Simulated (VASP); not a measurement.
# Fe (Im-3m) in VASP: single point with PBE

Aim: the single point of Fe with PBE.

All numbers are computed with VASP 6.6.1; they aren't measurements. Logs are shortened: lines on timing, memory, paths and dates and some standing lists are left out, and cuts for length are marked.

## 1. The cell of the first run

The structure is cubic, space group Im-3m (No. 229). Conventional cell: a = 2.831 Å, b = 2.831 Å, c = 2.831 Å, α = 90.00°, β = 90.00°, γ = 90.00°. Within 3.2 Å of Fe (site symmetry m-3m) lie 14 Fe at 2.45 to 2.83 Å.

## 2. Single point, PBE, collinear spin, ferromagnetic start

File INCAR:

```
PREC     = Accurate       # precision mode
ENCUT    = 520            # plane-wave cutoff, eV
EDIFF    = 1E-6           # SCF threshold, eV
ISMEAR   = -1             # smearing method
SIGMA    = 0.1            # smearing width, eV
LREAL    = F              # projectors in reciprocal space
LASPH    = T              # aspherical terms in the spheres
NELM     = 150            # most SCF steps
ALGO     = Normal         # electronic algorithm
ISIF     = 2              # what is computed and relaxed
LWAVE    = F              # write WAVECAR
LCHARG   = T              # write CHGCAR
ISPIN    = 2              # spin polarisation
MAGMOM   = 2.5 2.5        # initial moments
LORBIT   = 11             # projections on sites
LMAXMIX  = 4              # l up to which the mixer works
GGA      = PE             # functional
LELF     = T              # ELF
LVHAR    = T            
NBANDS   = 19             # bands
```

File KPOINTS:

```
regular mesh
0
Gamma
  17 17 10
```

File POSCAR:

```
Fe
1.0
   -1.4156766678      1.4156766678      1.4156766678
    1.4156766678     -1.4156766678      1.4156766678
    2.8313533356      2.8313533356      0.0000000000
Fe
2
Direct
    0.0000000000      0.0000000000      0.0000000000
    0.5000000000      0.5000000000      0.5000000000
```

Potentials or basis: VASP PAW PBE potentials, release 64 (Fe).

Run with:

```
cat potpaw_PBE.64/Fe/POTCAR > POTCAR
mpirun -np 1 vasp_std > vasp.out
```

OUTCAR:

```text
PREC = Accurate
   ENCUT = 520
   EDIFF = 1E-6
   ISMEAR = -1
   LREAL = F
   LASPH = T
   NELM = 150
   ISIF = 2
   ISPIN = 2
   LORBIT = 11
   GGA = PE

 ion  position               nearest neighbor table
   1  0.000  0.000  0.000-   2 2.45   2 2.45   2 2.45   2 2.45   2 2.83   2 2.83   2 2.83   2 2.83

   2  0.500  0.500  0.500-   1 2.45   1 2.45   1 2.45   1 2.45   1 2.83   1 2.83   1 2.83   1 2.83

  LATTYP: Found a base centered orthorhombic cell.
 ALAT       =     2.8313533356
 B/A-ratio  =     1.4142135624
 C/A-ratio  =     1.4142135624

  Lattice vectors:

 A1 = (  -1.4156766678,   1.4156766678,   1.4156766678)
 A2 = (   1.4156766678,  -1.4156766678,   1.4156766678)
 A3 = (   2.8313533356,   2.8313533356,   0.0000000000)

Analysis of symmetry for initial positions (statically):
=====================================================================
 Subroutine PRICEL returns following result:

  LATTYP: Found a body centered cubic cell.
 ALAT       =     2.8313533356

  Lattice vectors:

 A1 = (  -1.4156766678,   1.4156766678,  -1.4156766678)
 A2 = (  -1.4156766678,  -1.4156766678,   1.4156766678)
 A3 = (   1.4156766678,   1.4156766678,   1.4156766678)

   2 primitive cells build up your supercell.

 Routine SETGRP: Setting up the symmetry group for a
 base centered orthorhombic supercell.

 Subroutine GETGRP returns: Found  8 space group operations
 (whereof  8 operations were pure point group operations)
 out of a pool of  8 trial point group operations.

The static configuration has the point symmetry D_2h.

Analysis of symmetry for dynamics (positions and initial velocities):
=====================================================================
 Subroutine PRICEL returns following result:

  LATTYP: Found a body centered cubic cell.
 ALAT       =     2.8313533356

  Lattice vectors:

 A1 = (  -1.4156766678,   1.4156766678,  -1.4156766678)
 A2 = (  -1.4156766678,  -1.4156766678,   1.4156766678)
 A3 = (   1.4156766678,   1.4156766678,   1.4156766678)

   2 primitive cells build up your supercell.

 Routine SETGRP: Setting up the symmetry group for a
 base centered orthorhombic supercell.

 Subroutine GETGRP returns: Found  8 space group operations
 (whereof  8 operations were pure point group operations)
 out of a pool of  8 trial point group operations.

The dynamic configuration has the point symmetry D_2h.

Analysis of structural, dynamic, and magnetic symmetry:
=====================================================================
 Subroutine PRICEL returns following result:

  LATTYP: Found a body centered cubic cell.
 ALAT       =     2.8313533356

  Lattice vectors:

 A1 = (  -1.4156766678,   1.4156766678,  -1.4156766678)
 A2 = (  -1.4156766678,  -1.4156766678,   1.4156766678)
 A3 = (   1.4156766678,   1.4156766678,   1.4156766678)

   2 primitive cells build up your supercell.

 Routine SETGRP: Setting up the symmetry group for a
 base centered orthorhombic supercell.

 Subroutine GETGRP returns: Found  8 space group operations
 (whereof  8 operations were pure point group operations)
 out of a pool of  8 trial point group operations.

The overall configuration has the point symmetry D_2h.

 Subroutine INISYM returns: Found  8 space group operations
 (whereof  8 operations are pure point group operations),
 and found     2 'primitive' translations

----------------------------------------------------------------------------------------

                                     Primitive cell

  volume of cell :      11.3489

  direct lattice vectors                    reciprocal lattice vectors
    -1.415676668  1.415676668 -1.415676668    -0.353187992  0.353187992  0.000000000
    -1.415676668 -1.415676668  1.415676668    -0.353187992  0.000000000  0.353187992
     1.415676668  1.415676668  1.415676668     0.000000000  0.353187992  0.353187992

  length of vectors
     2.452023916  2.452023916  2.452023916     0.499483249  0.499483249  0.499483249

  position of ions in fractional coordinates (direct lattice)
     0.000000000  0.000000000  0.000000000

  ion indices of the primitive-cell ions
   primitive index   ion index
                 1           1

----------------------------------------------------------------------------------------

 KPOINTS: regular mesh

Automatic generation of k-mesh.
 Grid dimensions read from file:
 generate k-points for:   17   17   10

 Generating k-lattice:

  Cartesian coordinates                     Fractional coordinates (reciprocal lattice)
    -0.010387882  0.010387882  0.020775764     0.058823529  0.000000000  0.000000000
     0.010387882 -0.010387882  0.020775764     0.000000000  0.058823529  0.000000000
     0.017659400  0.017659400  0.000000000     0.000000000  0.000000000  0.100000000

  Length of vectors
     0.025445011  0.025445011  0.024974162

  Shift w.r.t. Gamma in fractional coordinates (k-lattice)
     0.000000000  0.000000000  0.000000000

 Subroutine IBZKPT returns following result:
 ===========================================

 Found    486 irreducible k-points:

 Following reciprocal coordinates:
            Coordinates               Weight
  0.000000  0.000000  0.000000      1.000000
  0.058824  0.000000  0.000000      4.000000
  0.117647  0.000000  0.000000      4.000000
  0.176471  0.000000  0.000000      4.000000
  0.235294  0.000000  0.000000      4.000000
  0.294118  0.000000  0.000000      4.000000
[... 16 lines left out ...]
 -0.176471  0.058824  0.000000      4.000000
 -0.117647  0.058824  0.000000      4.000000
 [... further k-points ...]
   k-points           NKPTS =    486   k-points in BZ     NKDIM =    486   number of bands    NBANDS=     19
   number of dos      NEDOS =    301   number of ions     NIONS =      2
   total plane-waves  NPLWV =   9720
   dimension x,y,z NGX =    18 NGY =   18 NGZ =   30
   dimension x,y,z NGXF=    36 NGYF=   36 NGZF=   60
   ions per type =               2
   NGX,Y,Z   is equivalent  to a cutoff of  12.20, 12.20, 12.46 a.u.
   NGXF,Y,Z  is equivalent  to a cutoff of  24.41, 24.41, 24.91 a.u.
 SYSTEM =  unknown system
   PREC   = accura    normal or accurate (medium, high low for compatibility)
   ISTART =      0    job   : 0-new  1-cont  2-samecut
   ICHARG =      2    charge: 1-file 2-atom 10-const
   ISPIN  =      2    spin polarized calculation?
   LNONCOLLINEAR =      F non collinear calculations
   LSORBIT =      F    spin-orbit coupling
   LASPH  =      T    aspherical Exc in radial PAW
   ENCUT  =  520.0 eV  38.22 Ry    6.18 a.u.   4.56  4.56  7.45*2*pi/ulx,y,z
   NELM   =    150;   NELMIN=  2; NELMDL= -5     # of ELM steps
   EDIFF  = 0.1E-05   stopping-criterion for ELM
   LREAL  =      F    real-space projection
   EDIFFG = 0.1E-04   stopping-criterion for IOM
   NSW    =      0    number of steps for IOM
   IBRION =     -1    ionic relax: 0-MD 1-quasi-New 2-CG
   NFREE  =      0    steps in history (QN), initial steepest desc. (CG)
   ISIF   =      2    stress and relaxation
   ISYM   =      2    0-nonsym 1-usesym 2-fastsym
   POTIM  = 0.5000    time-step for ionic-motion
   TEBEG  =    0.0;   TEEND  =   0.0 temperature during run
   PSTRESS=    0.0 pullay stress
   NELECT =      16.0000    total number of electrons
   NUPDOWN=      -1.0000    fix difference up-down
   EMIN   =  10.00;   EMAX   =-10.00  energy-range for DOS
   EFERMI =   0.00;   METHOD = LEGACY
   ISMEAR =    -1;   SIGMA  =   0.10  broadening in eV -4-tet -1-fermi 0-gaus
   EFERMI_NEDOS =   21; number of points for ismear=-14 and -15
   IALGO  =     38    algorithm
   IMIX   =      4    mixing-type and parameters
     AMIX     =   0.40;   BMIX     =  1.00
     AMIX_MAG =   1.60;   BMIX_MAG =  1.00
  volume/ion in A,a.u.               =      11.35        76.59
  Fermi-wavevector in a.u.,A,eV,Ry     =   1.456982  2.753296 28.882387  2.122796
  Thomas-Fermi vector in A             =   2.573836
   LORBIT       =     11    0 simple, 1 ext, 2 COOP (PROOUT), +10 PAW based schemes
   GGA     = PE    functional components
   LHFCALC =     F    Hartree Fock is set to
   AEXX    =    0.0000 exact exchange contribution
   IVDW    =     0    specifies the selected vdW correction
   LEPSILON=     F    determine dielectric tensor
   LRPA    =     F    only Hartree local field effects (RPA)
 spin polarized calculation
  energy-cutoff  :      520.00
  volume of cell :       22.70
 maximum number of plane-waves:       633
   NGX =  9   NGY =  9   NGZ = 15

 number of electron      15.9999989 magnetization       4.3546213

 Free energy of the ion-electron system (eV)
  ---------------------------------------------------
  ext. energy  EPLUGINS =         0.00000000
  ---------------------------------------------------
  free energy    TOTEN  =       -16.51744764 eV

  energy without entropy =      -16.45459130  energy(sigma->0) =      -16.48601947

 E-fermi :   5.8423     XC(G=0): -13.1230

 val. band max:        5.8422229357   @ k =  -0.4706   0.4706   0.1000
 cond. band min:       5.8429445959   @ k =   0.4118   0.2353   0.0000
 fundamental gap:      0.0007216602
 Fermi energy:         5.8423458220

 spin component 1

 k-point     1 :       0.0000    0.0000    0.0000
  band No.  band energies     occupation
      1      -2.6044      1.00000
      2       0.9111      1.00000
      3       2.4533      1.00000
      4       3.5360      1.00000
      5       3.5368      1.00000
      6       3.5374      1.00000
[... 11 lines left out ...]
     18      30.8652      0.00000
     19      30.8655      0.00000
[... 489 lines left out ...]
      3       2.6361      1.00000
      4       3.4436      1.00000
      5       3.4769      1.00000
      6       3.7783      1.00000
[... 11 lines left out ...]
     18      30.8978      0.00000
     19      31.1562      0.00000

 [... further k-points ...]

 spin component 2

 k-point     1 :       0.0000    0.0000    0.0000
  band No.  band energies     occupation
      1      -2.4373      1.00000
      2       2.1823      1.00000
      3       4.1488      1.00000
      4       5.4299      0.98409
      5       5.4305      0.98398
      6       5.4315      0.98384
[... 11 lines left out ...]
     18      30.6160      0.00000
     19      30.6163      0.00000
[... 489 lines left out ...]
      3       4.3398      1.00000
      4       5.3174      0.99478
      5       5.3535      0.99252
      6       5.5428      0.95235
[... 11 lines left out ...]
     18      30.9203      0.00000
     19      31.3967      0.00000

 [... further k-points ...]
[... 5 lines left out ...]
  --------------------------------------------------------------------------------------
  -------------------------------------------------------------------------------------
  Total       -0.0142521     -0.0142521     -0.0163291     -0.0037859      0.0000000     -0.0000000
  in kB       -1.0060206     -1.0060206     -1.1526350     -0.2672380      0.0000000     -0.0000000
  external PRESSURE =      -1.0548920 kB  Pullay stress =       0.0000000 kB

 VOLUME and BASIS-vectors are now :
 -----------------------------------------------------------------------------
  energy-cutoff  :      520.00
  volume of cell :       22.70
      direct lattice vectors                 reciprocal lattice vectors
    -1.415676668  1.415676668  1.415676668    -0.176593996  0.176593996  0.353187992
     1.415676668 -1.415676668  1.415676668     0.176593996 -0.176593996  0.353187992
     2.831353336  2.831353336  0.000000000     0.176593996  0.176593996  0.000000000

 POSITION                                       TOTAL-FORCE (eV/Angst)
 -----------------------------------------------------------------------------------
      0.00000      0.00000      0.00000        -0.000000     -0.000000      0.000000
      1.41568      1.41568      1.41568         0.000000      0.000000     -0.000000
 -----------------------------------------------------------------------------------
    total drift:                               -0.000000      0.000000     -0.000000

  FREE ENERGIE OF THE ION-ELECTRON SYSTEM (eV)
  ---------------------------------------------------
  free  energy   TOTEN  =       -16.5174476446 eV

  energy  without entropy=      -16.4545912975  energy(sigma->0) =      -16.48601947

 total charge

# of ion       s       p       d       tot
------------------------------------------
    1        0.488   0.541   6.241   7.270
    2        0.488   0.541   6.241   7.270
--------------------------------------------------
tot          0.975   1.083  12.482  14.540

 magnetization (x)

# of ion       s       p       d       tot
------------------------------------------
    1       -0.013  -0.055   2.242   2.174
    2       -0.013  -0.055   2.242   2.174
--------------------------------------------------
tot         -0.026  -0.110   4.485   4.349
```

Run time: 5.7 min. Hardware: 1 thread of Intel Xeon Platinum 8259CL at 2.50GHz (Skylake/Cascade Lake), shared host; peak memory 0.37 GiB.

Results:

```yaml
Free_energy: -16.5174 eV
Pressure: -0.1 GPa
Net_moment: 4.35 μB per cell
Site_moments: Fe +2.17 μB
Valence_electrons_inside_the_program's_atomic_spheres: Fe 7.27
```
